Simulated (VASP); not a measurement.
# BeSe (F-43m) in VASP: further runs, part 2 of 2

VASP 6.6.1.

## 4. Relaxation of cell and atoms, PBEsol

This run uses another cell than the first one, of 17.35 Å³/atom, 1.009 times its volume.

File INCAR:

```
SYSTEM = BeSe
PREC     = Accurate       ! precision mode
ENCUT    = 600            ! plane-wave cutoff, eV
EDIFF    = 1E-7           ! SCF threshold, eV
ISMEAR   = -1             ! smearing method
SIGMA    = 0.02           ! smearing width, eV
LREAL    = .False.        ! projectors in reciprocal space
LASPH    = .True.         ! aspherical terms in the spheres
NELM     = 120            ! most SCF steps
ALGO     = Normal         ! electronic algorithm
ISIF     = 3              ! what is computed and relaxed
LWAVE    = .False.        ! write WAVECAR
LCHARG   = .False.        ! write CHGCAR
GGA      = PS             ! functional
IBRION   = 2              ! ionic algorithm
NSW      = 80             ! ionic steps
EDIFFG   = -0.005         ! ionic threshold
GGA_COMPAT= .False.      
NELMIN   = 4
```

File KPOINTS:

```
Automatic mesh
0
Gamma
  8 8 8
  0 0 0
```

File POSCAR:

```
BeSe
1.0
    0.0000000000      2.5889059340      2.5889059340
    2.5889059340      0.0000000000      2.5889059340
    2.5889059340      2.5889059340      0.0000000000
Be Se
1 1
Direct
    0.0000000000      0.0000000000      0.0000000000
    0.2500000000      0.2500000000      0.2500000000
```

Potentials or basis: VASP PAW PBE potentials, release 64 (Be, Se).

Run with:

```bash
cat potpaw_PBE.64/Be/POTCAR potpaw_PBE.64/Se/POTCAR > POTCAR
mpirun -np 1 vasp_std > vasp.out
```

OUTCAR:

```text
SYSTEM = BeSe
   PREC = Accurate
   ENCUT = 600
   EDIFF = 1E-7
   ISMEAR = -1
   LREAL = .False.
   LASPH = .True.
   NELM = 120
   ISIF = 3
   GGA = PS
   IBRION = 2
   NSW = 80
   EDIFFG = -0.005
   NELMIN = 4

 ion  position               nearest neighbor table
   1  0.000  0.000  0.000-   2 2.24   2 2.24   2 2.24   2 2.24
   2  0.250  0.250  0.250-   1 2.24   1 2.24   1 2.24   1 2.24

  LATTYP: Found a face centered cubic cell.
 ALAT       =     5.1778118680

  Lattice vectors:

 A1 = (   0.0000000000,   2.5889059340,   2.5889059340)
 A2 = (   2.5889059340,   0.0000000000,   2.5889059340)
 A3 = (   2.5889059340,   2.5889059340,   0.0000000000)

Analysis of symmetry for initial positions (statically):
=====================================================================
 Subroutine PRICEL returns:
 Original cell was already a primitive cell.
[... 177 lines left out ...]
 fundamental gap:      2.5129832209
 Fermi energy:         3.4942044811

 k-point     1 :       0.0000    0.0000    0.0000
  band No.  band energies     occupation
      1     -10.6047      2.00000
      2       3.0996      2.00000
      3       3.0996      2.00000
      4       3.0996      2.00000
      5       7.1819      0.00000
      6       8.0790      0.00000
      7       8.0790      0.00000
      8       8.0790      0.00000
[... 324 lines left out ...]
--------------------------------------- Ionic step        3  -------------------------------------------

 number of electron       8.0000000 magnetization

 Free energy of the ion-electron system (eV)
  ---------------------------------------------------
  ext. energy  EPLUGINS =         0.00000000
  ---------------------------------------------------
  free energy    TOTEN  =        -9.44969818 eV

  energy without entropy =       -9.44969818  energy(sigma->0) =       -9.44969818

 E-fermi :   3.7682     XC(G=0):  -9.6085

 val. band max:        3.3330016746   @ k =   0.0000   0.0000   0.0000
 cond. band min:       5.7923679003   @ k =   0.5000   0.5000   0.0000
 fundamental gap:      2.4593662257
 Fermi energy:         3.7681537710

 k-point     1 :       0.0000    0.0000    0.0000
  band No.  band energies     occupation
      1     -10.5310      2.00000
      2       3.3330      2.00000
      3       3.3330      2.00000
      4       3.3330      2.00000
      5       7.5944      0.00000
      6       8.3082      0.00000
      7       8.3082      0.00000
      8       8.3082      0.00000
[... 282 lines left out ...]
  FREE ENERGIE OF THE ION-ELECTRON SYSTEM (eV)
  ---------------------------------------------------
  free  energy   TOTEN  =        -9.4496981835 eV

  energy  without entropy=       -9.4496981835  energy(sigma->0) =       -9.44969818

 reached required accuracy - stopping structural energy minimisation
```

OSZICAR:

```text
N       E                     dE             d eps       ncg     rms          rms(c)
DAV:   1     0.234194253421E+02    0.23419E+02   -0.40737E+03   464   0.932E+02
DAV:   2    -0.858365800539E+01   -0.32003E+02   -0.30224E+02   632   0.121E+02
DAV:   3    -0.957007030690E+01   -0.98641E+00   -0.98641E+00   560   0.277E+01
[... 21 lines left out ...]
DAV:   2    -0.944977617157E+01    0.46394E-03   -0.10945E-03   496   0.185E-01    0.443E-02
DAV:   3    -0.944970287730E+01    0.73294E-04   -0.35094E-04   552   0.103E-01    0.240E-02
DAV:   4    -0.944969927424E+01    0.36031E-05   -0.64721E-06   512   0.185E-02    0.127E-02
DAV:   5    -0.944969815450E+01    0.11197E-05   -0.21587E-06   584   0.977E-03    0.449E-03
DAV:   6    -0.944969818355E+01   -0.29050E-07   -0.27649E-08   256   0.151E-03
   3 F= -.94496982E+01 E0= -.94496982E+01  d E =-.507212E-02
```

Run time: 24 s. Hardware: 1 thread of Intel Xeon Platinum 8259CL at 2.50GHz (Skylake/Cascade Lake), shared host; peak memory 0.17 GiB.

Results:

```
Free energy                            : -9.4497 eV
Relaxed volume                         : 16.93 Å³/atom
Relaxed cell                           : a = 3.631 Å, b = 3.631 Å, c = 3.631 Å, α = 60.00°, β = 60.00°, γ = 60.00°
Space group after relaxing (to 0.05 Å) : F-43m (No. 216)
Energy gained by relaxing              : 2.5 meV/atom
Ionic steps                            : 3
Pressure after relaxing                : 0.0 GPa
Band gap on the k mesh                 : 2.46 eV, indirect (least direct gap 4.26 eV)
```

The path:
```tsv
step	energy change (eV)	largest force (eV/Å)	pressure (GPa)	volume (Å³)
1	0.0000	0.0000	-1.87	34.70
2	-0.0049	0.0000	0.38	33.70
3	-0.0051	0.0000	0.00	33.85
```

Final structure:
```
Be Se
1.0
     0.00000    2.56760    2.56760
     2.56760    0.00000    2.56760
     2.56760    2.56760    0.00000
Be Se
1 1
Direct
  0.00000 0.00000 0.00000
  0.25000 0.25000 0.25000
```

Caveat: the PAW data sets were made with another functional, which shifts forces and pressure a little. A k mesh can miss the band edges.

## 5. Relaxation of cell and atoms, LDA

This run uses another cell than the first one, of 17.35 Å³/atom, 1.009 times its volume.

File INCAR:

```
ALGO     = Normal         # electronic algorithm
EDIFF    = 1E-7           # SCF threshold, eV
EDIFFG   = -0.005         # ionic threshold
ENCUT    = 600            # plane-wave cutoff, eV
GGA_COMPAT= F            
IBRION   = 2              # ionic algorithm
ISIF     = 3              # what is computed and relaxed
ISMEAR   = -1             # smearing method
LASPH    = T              # aspherical terms in the spheres
LCHARG   = F              # write CHGCAR
LREAL    = F              # projectors in reciprocal space
LWAVE    = F              # write WAVECAR
NELM     = 120            # most SCF steps
NELMIN   = 4            
NSW      = 80             # ionic steps
PREC     = Accurate       # precision mode
SIGMA    = 0.02           # smearing width, eV
```

File KPOINTS:

```
k-points
0
Gamma
  8 8 8
```

POSCAR is that of step 4.

Potentials or basis: VASP PAW LDA potentials, release 64 (Be, Se).

Run with:

```bash
cat potpaw_LDA.64/Be/POTCAR potpaw_LDA.64/Se/POTCAR > POTCAR
mpirun -np 1 vasp_std > vasp.out
```

OUTCAR:

```text
EDIFF = 1E-7
   EDIFFG = -0.005
   ENCUT = 600
   IBRION = 2
   ISIF = 3
   ISMEAR = -1
   LASPH = T
   LREAL = F
   NELM = 120
   NELMIN = 4
   NSW = 80
   PREC = Accurate

 ion  position               nearest neighbor table
   1  0.000  0.000  0.000-   2 2.24   2 2.24   2 2.24   2 2.24
   2  0.250  0.250  0.250-   1 2.24   1 2.24   1 2.24   1 2.24

  LATTYP: Found a face centered cubic cell.
 ALAT       =     5.1778118680

  Lattice vectors:

 A1 = (   0.0000000000,   2.5889059340,   2.5889059340)
 A2 = (   2.5889059340,   0.0000000000,   2.5889059340)
 A3 = (   2.5889059340,   2.5889059340,   0.0000000000)

Analysis of symmetry for initial positions (statically):
=====================================================================
 Subroutine PRICEL returns:
 Original cell was already a primitive cell.

 Routine SETGRP: Setting up the symmetry group for a
 face centered cubic supercell.

 Subroutine GETGRP returns: Found 24 space group operations
 (whereof 24 operations were pure point group operations)
 out of a pool of 48 trial point group operations.

The static configuration has the point symmetry T_d .

Analysis of symmetry for dynamics (positions and initial velocities):
=====================================================================
 Subroutine PRICEL returns:
 Original cell was already a primitive cell.

 Routine SETGRP: Setting up the symmetry group for a
 face centered cubic supercell.

 Subroutine GETGRP returns: Found 24 space group operations
 (whereof 24 operations were pure point group operations)
 out of a pool of 48 trial point group operations.

The dynamic configuration has the point symmetry T_d .

 Subroutine INISYM returns: Found 24 space group operations
 (whereof 24 operations are pure point group operations),
 and found     1 'primitive' translations

----------------------------------------------------------------------------------------

                                     Primitive cell

  volume of cell :      34.7039

  direct lattice vectors                    reciprocal lattice vectors
     0.000000000  2.588905934  2.588905934    -0.193131776  0.193131776  0.193131776
     2.588905934  0.000000000  2.588905934     0.193131776 -0.193131776  0.193131776
     2.588905934  2.588905934  0.000000000     0.193131776  0.193131776 -0.193131776

  length of vectors
     3.661265884  3.661265884  3.661265884     0.334514048  0.334514048  0.334514048

  position of ions in fractional coordinates (direct lattice)
     0.000000000  0.000000000  0.000000000
     0.250000000  0.250000000  0.250000000

  ion indices of the primitive-cell ions
   primitive index   ion index
                 1           1
                 2           2

----------------------------------------------------------------------------------------

 KPOINTS: k-points

Automatic generation of k-mesh.
 Grid dimensions read from file:
 generate k-points for:    8    8    8

 Generating k-lattice:

[... 44 lines left out ...]
   number of dos      NEDOS =    301   number of ions     NIONS =      2
   total plane-waves  NPLWV =  27000
   dimension x,y,z NGX =    30 NGY =   30 NGZ =   30
   dimension x,y,z NGXF=    60 NGYF=   60 NGZF=   60
   ions per type =               1   1
   NGX,Y,Z   is equivalent  to a cutoff of  13.62, 13.62, 13.62 a.u.
   NGXF,Y,Z  is equivalent  to a cutoff of  27.24, 27.24, 27.24 a.u.
 SYSTEM =  unknown system
   PREC   = accura    normal or accurate (medium, high low for compatibility)
   ISTART =      0    job   : 0-new  1-cont  2-samecut
   ICHARG =      2    charge: 1-file 2-atom 10-const
   ISPIN  =      1    spin polarized calculation?
   LNONCOLLINEAR =      F non collinear calculations
   LSORBIT =      F    spin-orbit coupling
   LASPH  =      T    aspherical Exc in radial PAW
   ENCUT  =  600.0 eV  44.10 Ry    6.64 a.u.   7.31  7.31  7.31*2*pi/ulx,y,z
   NELM   =    120;   NELMIN=  4; NELMDL= -5     # of ELM steps
   EDIFF  = 0.1E-06   stopping-criterion for ELM
   LREAL  =      F    real-space projection
   EDIFFG = -.5E-02   stopping-criterion for IOM
   NSW    =     80    number of steps for IOM
   IBRION =      2    ionic relax: 0-MD 1-quasi-New 2-CG
   NFREE  =      1    steps in history (QN), initial steepest desc. (CG)
   ISIF   =      3    stress and relaxation
   ISYM   =      2    0-nonsym 1-usesym 2-fastsym
   POTIM  = 0.5000    time-step for ionic-motion
   TEBEG  =    0.0;   TEEND  =   0.0 temperature during run
   PSTRESS=    0.0 pullay stress
   NELECT =       8.0000    total number of electrons
   NUPDOWN=      -1.0000    fix difference up-down
   EMIN   =  10.00;   EMAX   =-10.00  energy-range for DOS
   EFERMI =   0.00;   METHOD = LEGACY
   ISMEAR =    -1;   SIGMA  =   0.02  broadening in eV -4-tet -1-fermi 0-gaus
   EFERMI_NEDOS =   21; number of points for ismear=-14 and -15
   IALGO  =     38    algorithm
   IMIX   =      4    mixing-type and parameters
     AMIX     =   0.40;   BMIX     =  1.00
     AMIX_MAG =   1.60;   BMIX_MAG =  1.00
  volume/ion in A,a.u.               =      17.35       117.10
  Fermi-wavevector in a.u.,A,eV,Ry     =   1.003795  1.896898 13.709303  1.007605
  Thomas-Fermi vector in A             =   2.136370
   LORBIT       =      0    0 simple, 1 ext, 2 COOP (PROOUT), +10 PAW based schemes
   GGA     = CA    functional components
   LHFCALC =     F    Hartree Fock is set to
   AEXX    =    0.0000 exact exchange contribution
   IVDW    =     0    specifies the selected vdW correction
   LEPSILON=     F    determine dielectric tensor
   LRPA    =     F    only Hartree local field effects (RPA)
 conjugate gradient relaxation of ions
 non-spin polarized calculation
  energy-cutoff  :      600.00
  volume of cell :       34.70
 maximum number of plane-waves:      1174
 NGX is ok and might be reduce to    30
   NGX = 15   NGY = 15   NGZ = 15

--------------------------------------- Ionic step        1  -------------------------------------------

 number of electron       7.9999999 magnetization

 Free energy of the ion-electron system (eV)
  ---------------------------------------------------
  ext. energy  EPLUGINS =         0.00000000
  ---------------------------------------------------
  free energy    TOTEN  =        -9.98706351 eV

  energy without entropy =       -9.98706351  energy(sigma->0) =       -9.98706351

------------------------ aborting loop because EDIFF is reached ----------------------------------------

  FORCE on cell =-STRESS in cart. coord.  units (eV):
  Direction    XX          YY          ZZ          XY          YZ          ZX
  --------------------------------------------------------------------------------------
  -------------------------------------------------------------------------------------
  Total       -0.8651725     -0.8651725     -0.8651725      0.0000000     -0.0000000      0.0000000
  in kB      -39.9424302    -39.9424302    -39.9424302      0.0000000     -0.0000000      0.0000000
  external PRESSURE =     -39.9424302 kB  Pullay stress =       0.0000000 kB
[... 59 lines left out ...]
--------------------------------------- Ionic step        3  -------------------------------------------

 number of electron       8.0000001 magnetization

 Free energy of the ion-electron system (eV)
  ---------------------------------------------------
  ext. energy  EPLUGINS =         0.00000000
  ---------------------------------------------------
  free energy    TOTEN  =       -10.01028273 eV

  energy without entropy =      -10.01028273  energy(sigma->0) =      -10.01028273

 E-fermi :   4.0661     XC(G=0):  -9.7989

 val. band max:        3.6440891059   @ k =   0.0000   0.0000   0.0000
 cond. band min:       6.0425423600   @ k =   0.5000   0.5000   0.0000
 fundamental gap:      2.3984532541
 Fermi energy:         4.0661002635

 k-point     1 :       0.0000    0.0000    0.0000
  band No.  band energies     occupation
      1     -10.3880      2.00000
      2       3.6441      2.00000
      3       3.6441      2.00000
      4       3.6441      2.00000
      5       8.0831      0.00000
      6       8.5784      0.00000
      7       8.5784      0.00000
      8       8.5784      0.00000
[... 243 lines left out ...]
 k-point    24 :      -0.3750    0.2500    0.1250
  band No.  band energies     occupation
      1      -8.7186      2.00000
      2      -1.7818      2.00000
      3       0.6666      2.00000
      4       1.6695      2.00000
      5       9.0130      0.00000
      6       9.3693      0.00000
      7      12.0508      0.00000
      8      13.3694      0.00000

 [... further k-points ...]

------------------------ aborting loop because EDIFF is reached ----------------------------------------

  FORCE on cell =-STRESS in cart. coord.  units (eV):
  Direction    XX          YY          ZZ          XY          YZ          ZX
  --------------------------------------------------------------------------------------
  -------------------------------------------------------------------------------------
  Total        0.0000886      0.0000886      0.0000886     -0.0000000     -0.0000000      0.0000000
  in kB        0.0043131      0.0043131      0.0043131     -0.0000000     -0.0000000      0.0000000
  external PRESSURE =       0.0043131 kB  Pullay stress =       0.0000000 kB
[... 17 lines left out ...]
  FREE ENERGIE OF THE ION-ELECTRON SYSTEM (eV)
  ---------------------------------------------------
  free  energy   TOTEN  =       -10.0102827282 eV

  energy  without entropy=      -10.0102827282  energy(sigma->0) =      -10.01028273

 reached required accuracy - stopping structural energy minimisation
```

Wall time 20 s (1 thread of Intel Xeon Platinum 8259CL at 2.50GHz (Skylake/Cascade Lake), shared host); peak memory 0.15 GiB.

Results:

| Item | Value |
| --- | --- |
| Free energy | -10.0103 eV |
| Relaxed volume | 16.46 Å³/atom |
| Relaxed cell | a = 3.597 Å, b = 3.597 Å, c = 3.597 Å, α = 60.00°, β = 60.00°, γ = 60.00° |
| Space group after relaxing (to 0.05 Å) | F-43m (No. 216) |
| Energy gained by relaxing | 11.6 meV/atom |
| Ionic steps | 3 |
| Pressure after relaxing | 0.0 GPa |
| Band gap on the k mesh | 2.40 eV, indirect (least direct gap 4.44 eV) |

The path:
```
step  energy change (eV)  largest force (eV/Å)  pressure (GPa)  volume (Å³)
   1              0.0000                0.0000           -3.99        34.70
   2             -0.0223                0.0000            0.90        32.58
   3             -0.0232                0.0000            0.00        32.92
```

Final structure:
```yaml
crystal:
  lattice:
    - [0.00000, 2.54370, 2.54370]
    - [2.54370, 0.00000, 2.54370]
    - [2.54370, 2.54370, 0.00000]
  atoms:
    - { symbol: Be, position: [0.00000, 0.00000, 0.00000] }
    - { symbol: Se, position: [0.25000, 0.25000, 0.25000] }
```

A k mesh can miss the band edges. A hybrid or GW would open this gap; LDA tends to underestimate it.

## 6. The runs side by side

| task | level | potentials or basis | cell | cutoff (eV) | smearing | gap on the mesh (eV) | pressure (GPa) | relaxed volume (Å³/atom) |
| --- | --- | --- | --- | --- | --- | --- | --- | --- |
| single point | r2SCAN | VASP PAW PBE potentials, release 64 (Be, Se) | a = 3.650 Å, angles 60.0°, 2 atoms | 660 | gaussian 0.01 eV | 3.12 | 0.3 | - |
| relaxation of cell and atoms | PBE | VASP PAW PBE potentials, release 64 (Be, Se) | relaxed from a = 3.654 Å, angles 60.0°, 2 atoms | 600 | fermi-dirac 0.02 eV | 2.67 | 0.0 | 17.39 |
| relaxation of cell and atoms | PBEsol | VASP PAW PBE potentials, release 64 (Be, Se) | relaxed from a = 3.661 Å, angles 60.0°, 2 atoms | 600 | fermi-dirac 0.02 eV | 2.46 | 0.0 | 16.93 |
| relaxation of cell and atoms | LDA | VASP PAW LDA potentials, release 64 (Be, Se) | relaxed from a = 3.661 Å, angles 60.0°, 2 atoms | 600 | fermi-dirac 0.02 eV | 2.40 | 0.0 | 16.46 |

Alike in all rows: no spin polarisation; k mesh 8 × 8 × 8.

Caveats: the PAW data sets were made with another functional, which shifts forces and pressure a little (some runs).

Total energies depend on the potentials used, so only differences within one code and one set of settings carry meaning.
